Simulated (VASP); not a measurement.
CuO:

```
Cu O
1.0
     1.95115   -2.11048    0.00000
     1.95115    2.11048    0.00000
     0.00000    0.00000    5.15593
Cu O
2 2
Cartesian
  0.9756 -1.0552 0.0000
  0.9756 1.0552 2.5780
  1.9511 0.0000 1.2890
  1.9511 0.0000 3.8669
```

Base run:

| Property | Result |
| --- | --- |
| Program | VASP 6.6.1 |
| Functional | PBEsol |
| Potentials or basis | VASP PAW PBE potentials, release 64 (Cu, O) |
| Cutoff | 520 eV |
| k mesh | 8 × 8 × 5 |
| Occupations | fermi-dirac, width 0.05 eV |
| Spin | no spin polarisation |

Its results: band gap on the k mesh zero (band 17 reaches 5.82 eV, above the bottom of band 18 at 4.95 eV); pressure 0.2 GPa.

Q: The run is repeated on the same cell with these changes: potentials or basis from VASP PAW PBE potentials, release 64 (Cu, O) to VASP PAW PBE potentials, release 64 (Cu_sv_GW, O); cutoff from 520 eV to 700 eV; further incar settings from ALGO = Normal; EDIFF = 1e-06; NBANDS = 25 to ALGO = Normal; EDIFF = 1e-06; NBANDS = 33; valence electrons from 34 to 50. What comes out?

A: Band gap on the k mesh zero (band 25 reaches 5.86 eV, above the bottom of band 26 at 4.98 eV); pressure -3.3 GPa.

Caveats: the PAW data sets were made with another functional, which shifts forces and pressure a little; semilocal functionals often make such compounds metallic where correlation or magnetic order opens a gap, which also shifts bond lengths.
